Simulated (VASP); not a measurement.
# GaSb (I-4m2) in VASP: notebook

Runs on GaSb. Level: PBE. Tasks: single point.

Program: VASP 6.6.1. These are calculated values, not measurements. Logs are shortened: lines on timing, memory, paths and dates and some standing lists are left out, and cuts for length are marked.

**1. The cell of the first run**

The structure is tetragonal, space group I-4m2 (No. 119). The conventional cell has a = 5.790 Å, b = 5.790 Å, c = 3.162 Å, α = 90.00°, β = 90.00°, γ = 90.00°. Ga (site symmetry -4m2) has 8 Sb at 3.00 to 3.74 Å and 2 Ga at 3.16 Å within 4.0 Å. Within 4.0 Å of Sb (site symmetry -4m2) lie 8 Ga at 3.00 to 3.74 Å and 2 Sb at 3.16 Å.

**2. Single point, PBE**

Input file INCAR:

```
SYSTEM = GaSb
PREC = Accurate
ENCUT = 520
EDIFF = 1E-6
ISMEAR = 0
SIGMA = 0.15
LREAL = .False.
LASPH = .True.
NELM = 80
ALGO = Normal
ISIF = 2
LWAVE = .False.
LCHARG = .False.
GGA = PE
NBANDS = 16
```

Input file KPOINTS:

```
regular mesh
0
Gamma
  16 16 16
  0 0 0
```

Input file POSCAR:

```
GaSb
1.0
   -2.8950000000      2.8950000000      1.5811567257
    2.8950000000     -2.8950000000      1.5811567257
    2.8950000000      2.8950000000     -1.5811567257
Ga Sb
1 1
Direct
    0.2500000000      0.7500000000      0.5000000000
    0.0000000000      0.0000000000      0.0000000000
```

Potentials or basis: VASP PAW PBE potentials, release 64 (Ga_d, Sb).

The run is started by

```sh
cat potpaw_PBE.64/Ga_d/POTCAR potpaw_PBE.64/Sb/POTCAR > POTCAR
mpirun -np 1 vasp_std > vasp.out
```

OUTCAR:

```text
SYSTEM = GaSb
   PREC = Accurate
   ENCUT = 520
   EDIFF = 1E-6
   ISMEAR = 0
   LREAL = .False.
   LASPH = .True.
   NELM = 80
   ISIF = 2
   GGA = PE

 ion  position               nearest neighbor table
   1  0.250  0.750  0.500-   2 3.00   2 3.00   2 3.00   2 3.00
   2  0.000  0.000  0.000-   1 3.00   1 3.00   1 3.00   1 3.00

  LATTYP: Found a body centered tetragonal cell.
 ALAT       =     5.7900000000
 C/A-ratio  =     0.5461681263

  Lattice vectors:

 A1 = (  -2.8950000000,   2.8950000000,   1.5811567257)
 A2 = (   2.8950000000,  -2.8950000000,   1.5811567257)
 A3 = (   2.8950000000,   2.8950000000,  -1.5811567257)

Analysis of symmetry for initial positions (statically):
=====================================================================
 Subroutine PRICEL returns:
 Original cell was already a primitive cell.

 Routine SETGRP: Setting up the symmetry group for a
 body centered tetragonal supercell.

 Subroutine GETGRP returns: Found  8 space group operations
 (whereof  8 operations were pure point group operations)
 out of a pool of 16 trial point group operations.

The static configuration has the point symmetry D_2d.

Analysis of symmetry for dynamics (positions and initial velocities):
=====================================================================
 Subroutine PRICEL returns:
 Original cell was already a primitive cell.

 Routine SETGRP: Setting up the symmetry group for a
 body centered tetragonal supercell.

 Subroutine GETGRP returns: Found  8 space group operations
 (whereof  8 operations were pure point group operations)
 out of a pool of 16 trial point group operations.

The dynamic configuration has the point symmetry D_2d.

 Subroutine INISYM returns: Found  8 space group operations
 (whereof  8 operations are pure point group operations),
 and found     1 'primitive' translations

----------------------------------------------------------------------------------------

                                     Primitive cell

  volume of cell :      53.0069

  direct lattice vectors                    reciprocal lattice vectors
    -2.895000000  2.895000000  1.581156726     0.000000000  0.172711572  0.316224187
     2.895000000 -2.895000000  1.581156726     0.172711572  0.000000000  0.316224187
     2.895000000  2.895000000 -1.581156726     0.172711572  0.172711572  0.000000000

  length of vectors
     4.388861651  4.388861651  4.388861651     0.360315172  0.360315172  0.244251047

  position of ions in fractional coordinates (direct lattice)
     0.250000000  0.750000000  0.500000000
     0.000000000  0.000000000  0.000000000

  ion indices of the primitive-cell ions
   primitive index   ion index
                 1           1
                 2           2

----------------------------------------------------------------------------------------

 KPOINTS: regular mesh

Automatic generation of k-mesh.
 Grid dimensions read from file:
 generate k-points for:   16   16   16

 Generating k-lattice:

  Cartesian coordinates                     Fractional coordinates (reciprocal lattice)
     0.000000000  0.010794473  0.019764012     0.062500000 -0.000000000  0.000000000
     0.010794473  0.000000000  0.019764012    -0.000000000  0.062500000  0.000000000
     0.010794473  0.010794473  0.000000000     0.000000000  0.000000000  0.062500000

  Length of vectors
     0.022519698  0.022519698  0.015265690

  Shift w.r.t. Gamma in fractional coordinates (k-lattice)
     0.000000000  0.000000000  0.000000000

 Subroutine IBZKPT returns following result:
 ===========================================

 Found    349 irreducible k-points:

 Following reciprocal coordinates:
            Coordinates               Weight
  0.000000  0.000000  0.000000      1.000000
  0.062500  0.000000  0.000000      8.000000
  0.125000  0.000000  0.000000      8.000000
  0.187500  0.000000 -0.000000      8.000000
  0.250000  0.000000  0.000000      8.000000
  0.312500  0.000000  0.000000      8.000000
[... 16 lines left out ...]
 -0.125000  0.062500  0.000000     16.000000
 -0.062500  0.062500  0.000000      4.000000
 [... further k-points ...]
   k-points           NKPTS =    349   k-points in BZ     NKDIM =    349   number of bands    NBANDS=     16
   number of dos      NEDOS =    301   number of ions     NIONS =      2
   total plane-waves  NPLWV =  46656
   dimension x,y,z NGX =    36 NGY =   36 NGZ =   36
   dimension x,y,z NGXF=    72 NGYF=   72 NGZF=   72
   ions per type =               1   1
   NGX,Y,Z   is equivalent  to a cutoff of  13.64, 13.64, 13.64 a.u.
   NGXF,Y,Z  is equivalent  to a cutoff of  27.27, 27.27, 27.27 a.u.
 SYSTEM =  GaSb
   PREC   = accura    normal or accurate (medium, high low for compatibility)
   ISTART =      0    job   : 0-new  1-cont  2-samecut
   ICHARG =      2    charge: 1-file 2-atom 10-const
   ISPIN  =      1    spin polarized calculation?
   LNONCOLLINEAR =      F non collinear calculations
   LSORBIT =      F    spin-orbit coupling
   LASPH  =      T    aspherical Exc in radial PAW
   ENCUT  =  520.0 eV  38.22 Ry    6.18 a.u.   8.16  8.16  8.16*2*pi/ulx,y,z
   NELM   =     80;   NELMIN=  2; NELMDL= -5     # of ELM steps
   EDIFF  = 0.1E-05   stopping-criterion for ELM
   LREAL  =      F    real-space projection
   EDIFFG = 0.1E-04   stopping-criterion for IOM
   NSW    =      0    number of steps for IOM
   IBRION =     -1    ionic relax: 0-MD 1-quasi-New 2-CG
   NFREE  =      0    steps in history (QN), initial steepest desc. (CG)
   ISIF   =      2    stress and relaxation
   ISYM   =      2    0-nonsym 1-usesym 2-fastsym
   POTIM  = 0.5000    time-step for ionic-motion
   TEBEG  =    0.0;   TEEND  =   0.0 temperature during run
   PSTRESS=    0.0 pullay stress
   NELECT =      18.0000    total number of electrons
   NUPDOWN=      -1.0000    fix difference up-down
   EMIN   =  10.00;   EMAX   =-10.00  energy-range for DOS
   EFERMI =   0.00;   METHOD = LEGACY
   ISMEAR =     0;   SIGMA  =   0.15  broadening in eV -4-tet -1-fermi 0-gaus
   EFERMI_NEDOS =   21; number of points for ismear=-14 and -15
   IALGO  =     38    algorithm
   IMIX   =      4    mixing-type and parameters
     AMIX     =   0.40;   BMIX     =  1.00
     AMIX_MAG =   1.60;   BMIX_MAG =  1.00
  volume/ion in A,a.u.               =      26.50       178.85
  Fermi-wavevector in a.u.,A,eV,Ry     =   1.142146  2.158343 17.748768  1.304498
  Thomas-Fermi vector in A             =   2.278845
   LORBIT       =      0    0 simple, 1 ext, 2 COOP (PROOUT), +10 PAW based schemes
   GGA     = PE    functional components
   LHFCALC =     F    Hartree Fock is set to
   AEXX    =    0.0000 exact exchange contribution
   IVDW    =     0    specifies the selected vdW correction
   LEPSILON=     F    determine dielectric tensor
   LRPA    =     F    only Hartree local field effects (RPA)
 non-spin polarized calculation
 Gauss-broadening in eV      SIGMA  =   0.15
  energy-cutoff  :      520.00
  volume of cell :       53.01
 maximum number of plane-waves:      1446
 NGX is ok and might be reduce to    36
   NGX = 17   NGY = 17   NGZ = 17

 number of electron      18.0000003 magnetization

 Free energy of the ion-electron system (eV)
  ---------------------------------------------------
  ext. energy  EPLUGINS =         0.00000000
  ---------------------------------------------------
  free energy    TOTEN  =        -6.92470805 eV

  energy without entropy =       -6.91395595  energy(sigma->0) =       -6.91933200

 E-fermi :   5.5491     XC(G=0):  -9.8124

 val. band max:        5.5379362905   @ k =  -0.2500  -0.3125   0.0625
 cond. band min:       5.5597825896   @ k =   0.1250   0.1250   0.1250
 fundamental gap:      0.0218462991
 Fermi energy:         5.5490712392

 k-point     1 :       0.0000    0.0000    0.0000
  band No.  band energies     occupation
      1      -9.3229      2.00000
      2      -9.2302      2.00000
      3      -9.2245      2.00000
      4      -9.2080      2.00000
      5      -9.2080      2.00000
      6      -5.7666      2.00000
[... 8 lines left out ...]
     15      15.3250      0.00000
     16      15.3438      0.00000

 k-point     2 :       0.0625    0.0000    0.0000
  band No.  band energies     occupation
      1      -9.3177      2.00000
      2      -9.2304      2.00000
      3      -9.2239      2.00000
      4      -9.2101      2.00000
      5      -9.2101      2.00000
      6      -5.6948      2.00000
[... 8 lines left out ...]
     15      15.2935      0.00000
     16      15.7536      0.00000

 k-point     3 :       0.1250    0.0000    0.0000
  band No.  band energies     occupation
      1      -9.3029      2.00000
      2      -9.2309      2.00000
      3      -9.2223      2.00000
      4      -9.2161      2.00000
      5      -9.2159      2.00000
      6      -5.4799      2.00000
[... 8 lines left out ...]
     15      14.6028      0.00000
     16      14.9336      0.00000

 k-point     4 :       0.1875    0.0000   -0.0000
  band No.  band energies     occupation
      1      -9.2808      2.00000
      2      -9.2320      2.00000
      3      -9.2260      2.00000
      4      -9.2248      2.00000
      5      -9.2185      2.00000
      6      -5.1245      2.00000
[... 8 lines left out ...]
     15      13.7380      0.00000
     16      14.4130      0.00000

 k-point     5 :       0.2500    0.0000    0.0000
  band No.  band energies     occupation
      1      -9.2555      2.00000
      2      -9.2369      2.00000
      3      -9.2365      2.00000
      4      -9.2309      2.00000
      5      -9.2155      2.00000
      6      -4.6350      2.00000
[... 8 lines left out ...]
     15      13.0577      0.00000
     16      14.4867      0.00000

 k-point     6 :       0.3125    0.0000    0.0000
  band No.  band energies     occupation
      1      -9.2500      2.00000
      2      -9.2472      2.00000
      3      -9.2326      2.00000
      4      -9.2263      2.00000
      5      -9.2122      2.00000
      6      -4.0260      2.00000
[... 8 lines left out ...]
     15      12.5981      0.00000
     16      14.9270      0.00000

 k-point     7 :       0.3750    0.0000   -0.0000
  band No.  band energies     occupation
      1      -9.2587      2.00000
      2      -9.2563      2.00000
      3      -9.2332      2.00000
      4      -9.2094      2.00000
      5      -9.2048      2.00000
      6      -3.3339      2.00000
[... 8 lines left out ...]
     15      13.3395      0.00000
     16      15.5434      0.00000

 k-point     8 :       0.4375    0.0000    0.0000
  band No.  band energies     occupation
      1      -9.2649      2.00000
      2      -9.2624      2.00000
      3      -9.2336      2.00000
      4      -9.2075      2.00000
      5      -9.1900      2.00000
      6      -2.6652      2.00000
[... 8 lines left out ...]
     15      14.6414      0.00000
     16      15.8696      0.00000

 k-point     9 :       0.5000    0.0000    0.0000
  band No.  band energies     occupation
      1      -9.2671      2.00000
      2      -9.2646      2.00000
      3      -9.2338      2.00000
      4      -9.2069      2.00000
      5      -9.1848      2.00000
      6      -2.3352      2.00000
[... 8 lines left out ...]
     15      15.0914      0.00000
     16      15.6970      0.00000
[... 172 lines left out ...]
 k-point    19 :      -0.3750    0.0625    0.0000
  band No.  band energies     occupation
      1      -9.2508      2.00000
      2      -9.2472      2.00000
      3      -9.2334      2.00000
      4      -9.2257      2.00000
      5      -9.2112      2.00000
      6      -3.8745      2.00000
[... 8 lines left out ...]
     15      13.1424      0.00000
     16      14.7815      0.00000

 k-point    20 :      -0.3125    0.0625    0.0000
  band No.  band energies     occupation
      1      -9.2552      2.00000
      2      -9.2377      2.00000
      3      -9.2366      2.00000
      4      -9.2314      2.00000
      5      -9.2143      2.00000
      6      -4.5006      2.00000
[... 8 lines left out ...]
     15      13.4497      0.00000
     16      14.3444      0.00000

 k-point    21 :      -0.2500    0.0625    0.0000
  band No.  band energies     occupation
      1      -9.2803      2.00000
      2      -9.2337      2.00000
      3      -9.2263      2.00000
      4      -9.2245      2.00000
      5      -9.2172      2.00000
      6      -5.0134      2.00000
[... 8 lines left out ...]
     15      14.0383      0.00000
     16      14.3371      0.00000

 k-point    22 :      -0.1875    0.0625    0.0000
  band No.  band energies     occupation
      1      -9.3024      2.00000
      2      -9.2323      2.00000
      3      -9.2217      2.00000
      4      -9.2161      2.00000
      5      -9.2153      2.00000
      6      -5.3950      2.00000
[... 8 lines left out ...]
     15      14.7341      0.00000
     16      14.9738      0.00000

 k-point    23 :      -0.1250    0.0625    0.0000
  band No.  band energies     occupation
      1      -9.3174      2.00000
      2      -9.2313      2.00000
      3      -9.2233      2.00000
      4      -9.2102      2.00000
      5      -9.2097      2.00000
      6      -5.6376      2.00000
[... 8 lines left out ...]
     15      15.4032      0.00000
     16      15.6755      0.00000

 k-point    24 :      -0.0625    0.0625    0.0000
  band No.  band energies     occupation
      1      -9.3227      2.00000
      2      -9.2307      2.00000
      3      -9.2242      2.00000
      4      -9.2080      2.00000
      5      -9.2078      2.00000
      6      -5.7379      2.00000
[... 8 lines left out ...]
     15      15.2757      0.00000
     16      15.5242      0.00000

 [... further k-points ...]
[... 5 lines left out ...]
  --------------------------------------------------------------------------------------
  -------------------------------------------------------------------------------------
  Total       -1.4571900     -1.4571900     -0.8846723      0.0000000     -0.0000000      0.0000000
  in kB      -44.0448068    -44.0448068    -26.7399725      0.0000000     -0.0000000      0.0000000
  external PRESSURE =     -38.2765287 kB  Pullay stress =       0.0000000 kB

 VOLUME and BASIS-vectors are now :
 -----------------------------------------------------------------------------
  energy-cutoff  :      520.00
  volume of cell :       53.01
      direct lattice vectors                 reciprocal lattice vectors
    -2.895000000  2.895000000  1.581156726     0.000000000  0.172711572  0.316224187
     2.895000000 -2.895000000  1.581156726     0.172711572  0.000000000  0.316224187
     2.895000000  2.895000000 -1.581156726     0.172711572  0.172711572  0.000000000

 POSITION                                       TOTAL-FORCE (eV/Angst)
 -----------------------------------------------------------------------------------
      2.89500     -0.00000      0.79058        -0.000000     -0.000000     -0.000000
      0.00000      0.00000      0.00000         0.000000      0.000000      0.000000
 -----------------------------------------------------------------------------------
    total drift:                                0.000000     -0.000000      0.000000

  FREE ENERGIE OF THE ION-ELECTRON SYSTEM (eV)
  ---------------------------------------------------
  free  energy   TOTEN  =        -6.9247080497 eV

  energy  without entropy=       -6.9139559452  energy(sigma->0) =       -6.91933200
```

Wall time 2.5 min (1 thread of Intel Xeon Platinum 8488C (Sapphire Rapids), shared host); peak memory 0.44 GiB.

What came out:

- Free energy: -6.9247 eV
- Pressure: -3.8 GPa
- Band gap on the k mesh: zero (band 9 reaches 7.06 eV, above the bottom of band 10 at 3.09 eV)

Caveat: spin-orbit coupling is left out, which moves the levels of the heavy elements.

**3. Single point, PBE**

This run uses another cell than the first one, of 26.59 Å³/atom, 1.003 times its volume.

Input file INCAR:

```
PREC = Accurate
ENCUT = 520
EDIFF = 1E-7
ISMEAR = 0
SIGMA = 0.15
LREAL = F
LASPH = T
NELM = 80
ALGO = Normal
ISIF = 2
LWAVE = F
LCHARG = F
GGA = PE
NBANDS = 16
```

Input file KPOINTS:

```
Automatic mesh
0
Gamma
  16 16 16
```

Input file POSCAR:

```
GaSb
1.0
   -2.9595500000      2.9595500000      1.5179000000
    2.9595500000     -2.9595500000      1.5179000000
    2.9595500000      2.9595500000     -1.5179000000
Ga Sb
1 1
Direct
    0.2500000000      0.7500000000      0.5000000000
    0.0000000000      0.0000000000      0.0000000000
```

Potentials or basis: VASP PAW PBE potentials, release 64 (Ga_d, Sb).

The run is started by

```sh
cat potpaw_PBE.64/Ga_d/POTCAR potpaw_PBE.64/Sb/POTCAR > POTCAR
mpirun -np 1 vasp_std > vasp.out
```

Wall time 3.1 min (1 thread of Intel Xeon Platinum 8488C (Sapphire Rapids), shared host); peak memory 0.44 GiB.

Results (log left out):

```yaml
Free_energy: -6.8760 eV
Pressure: -3.5 GPa
Band_gap_on_the_k_mesh: zero (band 9 reaches 6.64 eV, above the bottom of band 10 at 3.24 eV)
```

Stress tensor (GPa, compression positive):
```
-5.14  0.00  0.00
 0.00 -5.14  0.00
 0.00  0.00 -0.31
```

Levels at points of the mesh, in eV from the Fermi level:
| k point | band 6 | band 7 | band 8 | band 9 | band 10 | band 11 | band 12 | band 13 |
| --- | --- | --- | --- | --- | --- | --- | --- | --- |
| (0.00, 0.00, 0.00) | -11.35 | -4.21 | -2.03 | -2.03 | 3.25 | 5.79 | 5.79 | 6.13 |
| (0.50, 0.00, 0.00) | -7.52 | -4.91 | -2.59 | -1.13 | -0.77 | 2.74 | 2.83 | 4.54 |
| (0.50, 0.50, 0.00) | -10.35 | -7.55 | -0.55 | 0.92 | 1.45 | 1.45 | 5.75 | 8.05 |
| (0.50, 0.50, 0.50) | -9.66 | -6.05 | -4.47 | -4.47 | 5.15 | 6.83 | 8.10 | 8.10 |

Caveat: spin-orbit coupling is left out, which moves the levels of the heavy elements.
